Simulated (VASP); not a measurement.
# SiC (P6_3mc) in VASP: notebook

Runs on SiC. Level: LDA. Tasks: single point.

All numbers are computed with VASP 6.6.1; they aren't measurements. Logs are shortened: lines on timing, memory, paths and dates and some standing lists are left out, and cuts for length are marked.

## (1) The cell of the first run

The structure is hexagonal, space group P6_3mc (No. 186). The conventional cell has a = 3.065 Å, b = 3.065 Å, c = 5.030 Å, α = 90.00°, β = 90.00°, γ = 120.00°. Within 2.5 Å of Si (site symmetry 3m) lie 4 C at 1.88 to 1.89 Å. C (site symmetry 3m) has 4 Si at 1.88 to 1.89 Å within 2.5 Å.

## (2) Single point, LDA

File INCAR:

```
  PREC = Accurate
  ENCUT = 520
  EDIFF = 1E-6
  ISMEAR = 0
  SIGMA = 0.01
  LREAL = F
  LASPH = T
  NELM = 80
  ALGO = Normal
  ISIF = 2
  LWAVE = F
  LCHARG = F
  GGA = CA
  NBANDS = 16
```

File KPOINTS:

```
regular mesh
0
Gamma
  8 8 4
```

File POSCAR:

```
SiC
1.0
    3.0654734114      0.0000000000      0.0000000000
   -1.5327367057      2.6547778489      0.0000000000
    0.0000000000      0.0000000000      5.0303735788
Si C
2 2
Direct
    0.3333333333      0.6666666667      0.0045667786
    0.6666666667      0.3333333333      0.5045667786
    0.3333333333      0.6666666667      0.3804332214
    0.6666666667      0.3333333333      0.8804332214
```

Potentials or basis: VASP PAW LDA potentials, release 64 (Si, C).

Command:

```console
cat potpaw_LDA.64/Si/POTCAR potpaw_LDA.64/C/POTCAR > POTCAR
mpirun -np 1 vasp_std > vasp.out
```

OUTCAR:

```text
PREC = Accurate
   ENCUT = 520
   EDIFF = 1E-6
   ISMEAR = 0
   LREAL = F
   LASPH = T
   NELM = 80
   ISIF = 2
   GGA = CA

 ion  position               nearest neighbor table
   1  0.333  0.667  0.005-   4 1.88   4 1.88   4 1.88   3 1.89   2 3.08   2 3.08   2 3.08   2 3.08
                             2 3.08   2 3.08
   2  0.667  0.333  0.505-   3 1.88   3 1.88   3 1.88   4 1.89   1 3.08   1 3.08   1 3.08   1 3.08
                             1 3.08   1 3.08
   3  0.333  0.667  0.380-   2 1.88   2 1.88   2 1.88   1 1.89
   4  0.667  0.333  0.880-   1 1.88   1 1.88   1 1.88   2 1.89

  LATTYP: Found a hexagonal cell.
 ALAT       =     3.0654734114
 C/A-ratio  =     1.6409777231

  Lattice vectors:

 A1 = (   3.0654734114,   0.0000000000,   0.0000000000)
 A2 = (  -1.5327367057,   2.6547778489,   0.0000000000)
 A3 = (   0.0000000000,   0.0000000000,   5.0303735788)

Analysis of symmetry for initial positions (statically):
=====================================================================
 Subroutine PRICEL returns:
 Original cell was already a primitive cell.

 Routine SETGRP: Setting up the symmetry group for a
 hexagonal supercell.

 Subroutine GETGRP returns: Found 12 space group operations
 (whereof  6 operations were pure point group operations)
 out of a pool of 24 trial point group operations.

The static configuration has the point symmetry C_3v.
 The point group associated with its full space group is C_6v.

Analysis of symmetry for dynamics (positions and initial velocities):
=====================================================================
 Subroutine PRICEL returns:
 Original cell was already a primitive cell.

 Routine SETGRP: Setting up the symmetry group for a
 hexagonal supercell.

 Subroutine GETGRP returns: Found 12 space group operations
 (whereof  6 operations were pure point group operations)
 out of a pool of 24 trial point group operations.

The dynamic configuration has the point symmetry C_3v.
 The point group associated with its full space group is C_6v.

 Subroutine INISYM returns: Found 12 space group operations
 (whereof  6 operations are pure point group operations),
 and found     1 'primitive' translations

----------------------------------------------------------------------------------------

                                     Primitive cell

  volume of cell :      40.9379

  direct lattice vectors                    reciprocal lattice vectors
     3.065473411  0.000000000  0.000000000     0.326213888  0.188339676  0.000000000
    -1.532736706  2.654777849  0.000000000     0.000000000  0.376679352  0.000000000
     0.000000000  0.000000000  5.030373579     0.000000000  0.000000000  0.198792393

  length of vectors
     3.065473411  3.065473411  5.030373579     0.376679352  0.376679352  0.198792393

  position of ions in fractional coordinates (direct lattice)
     0.333333333  0.666666667  0.004566779
     0.666666667  0.333333333  0.504566779
     0.333333333  0.666666667  0.380433221
     0.666666667  0.333333333  0.880433221

  ion indices of the primitive-cell ions
   primitive index   ion index
                 1           1
                 2           2
                 3           3
                 4           4

----------------------------------------------------------------------------------------

 KPOINTS: regular mesh

Automatic generation of k-mesh.
 Grid dimensions read from file:
 generate k-points for:    8    8    4

 Generating k-lattice:

  Cartesian coordinates                     Fractional coordinates (reciprocal lattice)
     0.040776736  0.023542460  0.000000000     0.125000000  0.000000000  0.000000000
     0.000000000  0.047084919  0.000000000     0.000000000  0.125000000  0.000000000
     0.000000000  0.000000000  0.049698098     0.000000000  0.000000000  0.250000000

  Length of vectors
     0.047084919  0.047084919  0.049698098

  Shift w.r.t. Gamma in fractional coordinates (k-lattice)
     0.000000000  0.000000000  0.000000000

 Subroutine IBZKPT returns following result:
 ===========================================

 Found     30 irreducible k-points:

 Following reciprocal coordinates:
            Coordinates               Weight
  0.000000  0.000000  0.000000      1.000000
  0.125000  0.000000  0.000000      6.000000
  0.250000  0.000000  0.000000      6.000000
  0.375000  0.000000  0.000000      6.000000
  0.500000  0.000000  0.000000      3.000000
  0.125000  0.125000  0.000000      6.000000
[... 16 lines left out ...]
  0.250000  0.000000  0.500000      6.000000
  0.375000  0.000000  0.500000      6.000000
 [... further k-points ...]
   k-points           NKPTS =     30   k-points in BZ     NKDIM =     30   number of bands    NBANDS=     16
   number of dos      NEDOS =    301   number of ions     NIONS =      4
   total plane-waves  NPLWV =  23040
   dimension x,y,z NGX =    24 NGY =   24 NGZ =   40
   dimension x,y,z NGXF=    48 NGYF=   48 NGZF=   80
   ions per type =               2   2
   NGX,Y,Z   is equivalent  to a cutoff of  13.02, 13.02, 13.22 a.u.
   NGXF,Y,Z  is equivalent  to a cutoff of  26.03, 26.03, 26.44 a.u.
 SYSTEM =  unknown system
   PREC   = accura    normal or accurate (medium, high low for compatibility)
   ISTART =      0    job   : 0-new  1-cont  2-samecut
   ICHARG =      2    charge: 1-file 2-atom 10-const
   ISPIN  =      1    spin polarized calculation?
   LNONCOLLINEAR =      F non collinear calculations
   LSORBIT =      F    spin-orbit coupling
   LASPH  =      T    aspherical Exc in radial PAW
   ENCUT  =  520.0 eV  38.22 Ry    6.18 a.u.   5.70  5.70  9.35*2*pi/ulx,y,z
   NELM   =     80;   NELMIN=  2; NELMDL= -5     # of ELM steps
   EDIFF  = 0.1E-05   stopping-criterion for ELM
   LREAL  =      F    real-space projection
   EDIFFG = 0.1E-04   stopping-criterion for IOM
   NSW    =      0    number of steps for IOM
   IBRION =     -1    ionic relax: 0-MD 1-quasi-New 2-CG
   NFREE  =      0    steps in history (QN), initial steepest desc. (CG)
   ISIF   =      2    stress and relaxation
   ISYM   =      2    0-nonsym 1-usesym 2-fastsym
   POTIM  = 0.5000    time-step for ionic-motion
   TEBEG  =    0.0;   TEEND  =   0.0 temperature during run
   PSTRESS=    0.0 pullay stress
   NELECT =      16.0000    total number of electrons
   NUPDOWN=      -1.0000    fix difference up-down
   EMIN   =  10.00;   EMAX   =-10.00  energy-range for DOS
   EFERMI =   0.00;   METHOD = LEGACY
   ISMEAR =     0;   SIGMA  =   0.01  broadening in eV -4-tet -1-fermi 0-gaus
   EFERMI_NEDOS =   21; number of points for ismear=-14 and -15
   IALGO  =     38    algorithm
   IMIX   =      4    mixing-type and parameters
     AMIX     =   0.40;   BMIX     =  1.00
     AMIX_MAG =   1.60;   BMIX_MAG =  1.00
  volume/ion in A,a.u.               =      10.23        69.07
  Fermi-wavevector in a.u.,A,eV,Ry     =   1.196941  2.261891 19.492636  1.432668
  Thomas-Fermi vector in A             =   2.332869
   LORBIT       =      0    0 simple, 1 ext, 2 COOP (PROOUT), +10 PAW based schemes
   GGA     = CA    functional components
   LHFCALC =     F    Hartree Fock is set to
   AEXX    =    0.0000 exact exchange contribution
   IVDW    =     0    specifies the selected vdW correction
   LEPSILON=     F    determine dielectric tensor
   LRPA    =     F    only Hartree local field effects (RPA)
 non-spin polarized calculation
 Gauss-broadening in eV      SIGMA  =   0.01
  energy-cutoff  :      520.00
  volume of cell :       40.94
 maximum number of plane-waves:      1116
 NGX is ok and might be reduce to    24
   NGX = 11   NGY = 11   NGZ = 19

 number of electron      15.9999999 magnetization

 Free energy of the ion-electron system (eV)
  ---------------------------------------------------
  ext. energy  EPLUGINS =         0.00000000
  ---------------------------------------------------
  free energy    TOTEN  =       -33.27405278 eV

  energy without entropy =      -33.27405278  energy(sigma->0) =      -33.27405278

 E-fermi :   8.4099     XC(G=0): -11.5951

 val. band max:        8.3319283517   @ k =   0.0000   0.0000   0.0000
 cond. band min:      10.7240085622   @ k =   0.3750   0.2500   0.0000
 fundamental gap:      2.3920802106
 Fermi energy:         8.4099139298

 k-point     1 :       0.0000    0.0000    0.0000
  band No.  band energies     occupation
      1      -7.2301      2.00000
      2      -3.5730      2.00000
      3      -0.4436      2.00000
      4       7.0104      2.00000
      5       7.0104      2.00000
      6       8.2204      2.00000
[... 8 lines left out ...]
     15      17.2498      0.00000
     16      19.5803      0.00000

 k-point     2 :       0.1250    0.0000    0.0000
  band No.  band energies     occupation
      1      -6.9564      2.00000
      2      -3.3392      2.00000
      3      -0.1915      2.00000
      4       5.6271      2.00000
      5       6.5714      2.00000
      6       7.3862      2.00000
[... 8 lines left out ...]
     15      17.8637      0.00000
     16      18.1460      0.00000

 k-point     3 :       0.2500    0.0000    0.0000
  band No.  band energies     occupation
      1      -6.1522      2.00000
      2      -2.6909      2.00000
      3       0.5025      2.00000
      4       3.1822      2.00000
      5       5.4016      2.00000
      6       5.7896      2.00000
[... 8 lines left out ...]
     15      18.3690      0.00000
     16      19.0908      0.00000

 k-point     4 :       0.3750    0.0000    0.0000
  band No.  band energies     occupation
      1      -4.9000      2.00000
      2      -2.0137      2.00000
      3       0.6675      2.00000
      4       2.0857      2.00000
      5       3.3288      2.00000
      6       5.1974      2.00000
[... 8 lines left out ...]
     15      19.5106      0.00000
     16      20.3587      0.00000
[... 324 lines left out ...]
 k-point    22 :       0.1250    0.0000    0.5000
  band No.  band energies     occupation
      1      -5.7536      2.00000
      2      -5.7536      2.00000
      3       3.9707      2.00000
      4       3.9707      2.00000
      5       6.5292      2.00000
      6       6.5292      2.00000
[... 8 lines left out ...]
     15      17.8735      0.00000
     16      17.8735      0.00000

 k-point    23 :       0.2500    0.0000    0.5000
  band No.  band energies     occupation
      1      -4.9770      2.00000
      2      -4.9770      2.00000
      3       3.3048      2.00000
      4       3.3048      2.00000
      5       5.3494      2.00000
      6       5.3494      2.00000
[... 8 lines left out ...]
     15      18.6424      0.00000
     16      18.6424      0.00000

 k-point    24 :       0.3750    0.0000    0.5000
  band No.  band energies     occupation
      1      -3.8041      2.00000
      2      -3.8041      2.00000
      3       1.2529      2.00000
      4       1.2529      2.00000
      5       5.7046      2.00000
      6       5.7046      2.00000
[... 8 lines left out ...]
     15      19.8506      0.00000
     16      19.8506      0.00000

 [... further k-points ...]

------------------------ aborting loop because EDIFF is reached ----------------------------------------

  FORCE on cell =-STRESS in cart. coord.  units (eV):
  Direction    XX          YY          ZZ          XY          YZ          ZX
  --------------------------------------------------------------------------------------
  -------------------------------------------------------------------------------------
  Total       -0.4163415     -0.4163415     -0.4009612      0.0000000      0.0000000      0.0000000
  in kB      -16.2942459    -16.2942459    -15.6923144      0.0000000      0.0000000      0.0000000
  external PRESSURE =     -16.0936021 kB  Pullay stress =       0.0000000 kB

 VOLUME and BASIS-vectors are now :
 -----------------------------------------------------------------------------
  energy-cutoff  :      520.00
  volume of cell :       40.94
      direct lattice vectors                 reciprocal lattice vectors
     3.065473411  0.000000000  0.000000000     0.326213888  0.188339676  0.000000000
    -1.532736706  2.654777849  0.000000000     0.000000000  0.376679352  0.000000000
     0.000000000  0.000000000  5.030373579     0.000000000  0.000000000  0.198792393

 POSITION                                       TOTAL-FORCE (eV/Angst)
 -----------------------------------------------------------------------------------
     -0.00000      1.76985      0.02297         0.000000     -0.000000      0.001016
      1.53274      0.88493      2.53816        -0.000000     -0.000000      0.001016
     -0.00000      1.76985      1.91372         0.000000      0.000000     -0.001016
      1.53274      0.88493      4.42891        -0.000000      0.000000     -0.001016
 -----------------------------------------------------------------------------------
    total drift:                               -0.000000     -0.000000     -0.000052

  FREE ENERGIE OF THE ION-ELECTRON SYSTEM (eV)
  ---------------------------------------------------
  free  energy   TOTEN  =       -33.2740527832 eV

  energy  without entropy=      -33.2740527832  energy(sigma->0) =      -33.27405278
```

It took 21 s on 1 thread of Intel Xeon 8259CL, shared host; peak memory 0.14 GiB.

Results:

- Free energy: -33.2741 eV
- Pressure: -1.6 GPa
- Band gap on the k mesh: 2.39 eV (least direct gap 3.89 eV)

## (3) Single point, LDA

This run uses another cell than the first one, of 10.14 Å³/atom.

File INCAR:

```
PREC = Accurate
ENCUT = 520
EDIFF = 1E-7
ISMEAR = -1
SIGMA = 0.08
LREAL = F
LASPH = T
NELM = 60
ALGO = Normal
ISIF = 2
LWAVE = F
LCHARG = F
GGA = CA
NBANDS = 16
```

File KPOINTS:

```
Automatic mesh
0
Gamma
  12 12 6
```

File POSCAR:

```
SiC
1.0
    3.0563618582      0.0000000000      0.0000000000
   -1.5281809291      2.6468870124      0.0000000000
    0.0000000000      0.0000000000      5.0159135136
Si C
2 2
Direct
    0.3333333333      0.6666666667      0.0045956275
    0.6666666667      0.3333333333      0.5045956275
    0.3333333333      0.6666666667      0.3804043725
    0.6666666667      0.3333333333      0.8804043725
```

Potentials or basis: VASP PAW LDA potentials, release 64 (Si, C).

Command:

```console
cat potpaw_LDA.64/Si/POTCAR potpaw_LDA.64/C/POTCAR > POTCAR
mpirun -np 1 vasp_std > vasp.out
```

OUTCAR:

```text
PREC = Accurate
   ENCUT = 520
   EDIFF = 1E-7
   ISMEAR = -1
   LREAL = F
   LASPH = T
   NELM = 60
   ISIF = 2
   GGA = CA

 ion  position               nearest neighbor table
   1  0.333  0.667  0.005-   4 1.87   4 1.87   4 1.87   3 1.89   2 3.07   2 3.07   2 3.07   2 3.07
                             2 3.07   2 3.07
   2  0.667  0.333  0.505-   3 1.87   3 1.87   3 1.87   4 1.89   1 3.07   1 3.07   1 3.07   1 3.07
                             1 3.07   1 3.07
   3  0.333  0.667  0.380-   2 1.87   2 1.87   2 1.87   1 1.89
   4  0.667  0.333  0.880-   1 1.87   1 1.87   1 1.87   2 1.89

  LATTYP: Found a hexagonal cell.
 ALAT       =     3.0563618582
 C/A-ratio  =     1.6411386303

  Lattice vectors:

 A1 = (   3.0563618582,   0.0000000000,   0.0000000000)
 A2 = (  -1.5281809291,   2.6468870124,   0.0000000000)
 A3 = (   0.0000000000,   0.0000000000,   5.0159135136)

Analysis of symmetry for initial positions (statically):
=====================================================================
 Subroutine PRICEL returns:
 Original cell was already a primitive cell.

 Routine SETGRP: Setting up the symmetry group for a
[... 178 lines left out ...]
 fundamental gap:      2.1159968781
 Fermi energy:         9.5459453480

 k-point     1 :       0.0000    0.0000    0.0000
  band No.  band energies     occupation
      1      -7.1986      2.00000
      2      -3.5088      2.00000
      3      -0.3934      2.00000
      4       7.1092      2.00000
      5       7.1092      2.00000
      6       8.3197      2.00000
[... 433 lines left out ...]
      3       1.0624      2.00000
      4       2.6975      2.00000
      5       3.6569      2.00000
      6       5.5481      2.00000
[... 8 lines left out ...]
     15      19.8030      0.00000
     16      20.5075      0.00000

 [... further k-points ...]

------------------------ aborting loop because EDIFF is reached ----------------------------------------

  FORCE on cell =-STRESS in cart. coord.  units (eV):
  Direction    XX          YY          ZZ          XY          YZ          ZX
  --------------------------------------------------------------------------------------
  -------------------------------------------------------------------------------------
  Total        0.1032347      0.1032347      0.1090355      0.0000000      0.0000000      0.0000000
  in kB        4.0761131      4.0761131      4.3051491      0.0000000      0.0000000      0.0000000
  external PRESSURE =       4.1524585 kB  Pullay stress =       0.0000000 kB

 VOLUME and BASIS-vectors are now :
 -----------------------------------------------------------------------------
  energy-cutoff  :      520.00
  volume of cell :       40.58
      direct lattice vectors                 reciprocal lattice vectors
     3.056361858  0.000000000  0.000000000     0.327186389  0.188901150  0.000000000
    -1.528180929  2.646887012  0.000000000     0.000000000  0.377802300  0.000000000
     0.000000000  0.000000000  5.015913514     0.000000000  0.000000000  0.199365479

 POSITION                                       TOTAL-FORCE (eV/Angst)
 -----------------------------------------------------------------------------------
     -0.00000      1.76459      0.02305         0.000000     -0.000000      0.000406
      1.52818      0.88230      2.53101        -0.000000      0.000000      0.000406
     -0.00000      1.76459      1.90808        -0.000000     -0.000000     -0.000406
      1.52818      0.88230      4.41603         0.000000      0.000000     -0.000406
 -----------------------------------------------------------------------------------
    total drift:                               -0.000000      0.000000     -0.000127

  FREE ENERGIE OF THE ION-ELECTRON SYSTEM (eV)
  ---------------------------------------------------
  free  energy   TOTEN  =       -33.2759222455 eV

  energy  without entropy=      -33.2759222025  energy(sigma->0) =      -33.27592222
```

OSZICAR:

```text
N       E                     dE             d eps       ncg     rms          rms(c)
DAV:   1     0.233953697262E+02    0.23395E+02   -0.71119E+03  2432   0.894E+02
DAV:   2    -0.348469814332E+02   -0.58242E+02   -0.53021E+02  3448   0.163E+02
DAV:   3    -0.374621826945E+02   -0.26152E+01   -0.26040E+01  3272   0.309E+01
DAV:   4    -0.374824126886E+02   -0.20230E-01   -0.20227E-01  2880   0.342E+00
DAV:   5    -0.374826151157E+02   -0.20243E-03   -0.20242E-03  3216   0.319E-01    0.131E+01
DAV:   6    -0.334331903523E+02    0.40494E+01   -0.71884E+00  3088   0.165E+01    0.606E+00
DAV:   7    -0.333218918184E+02    0.11130E+00   -0.12319E+00  3456   0.648E+00    0.249E+00
DAV:   8    -0.332817166041E+02    0.40175E-01   -0.64639E-02  2824   0.153E+00    0.717E-01
DAV:   9    -0.332758525986E+02    0.58640E-02   -0.82915E-03  3080   0.624E-01    0.111E-01
DAV:  10    -0.332759180683E+02   -0.65470E-04   -0.59915E-04  2936   0.151E-01    0.615E-02
DAV:  11    -0.332759237221E+02   -0.56538E-05   -0.19539E-05  3264   0.326E-02    0.171E-02
DAV:  12    -0.332759230016E+02    0.72043E-06   -0.56286E-06  3008   0.145E-02    0.874E-03
DAV:  13    -0.332759222141E+02    0.78750E-06   -0.19715E-06  3192   0.864E-03    0.153E-03
DAV:  14    -0.332759222455E+02   -0.31347E-07   -0.15115E-07  2072   0.264E-03
   1 F= -.33275922E+02 E0= -.33275922E+02  d E =-.429387E-07
```

Run time: 58 s. Hardware: 1 thread of Intel Xeon 8259CL, shared host; peak memory 0.16 GiB.

What came out:

* Free energy: -33.2759 eV
* Pressure: 0.4 GPa
* Band gap on the k mesh: 2.12 eV (least direct gap 3.91 eV)
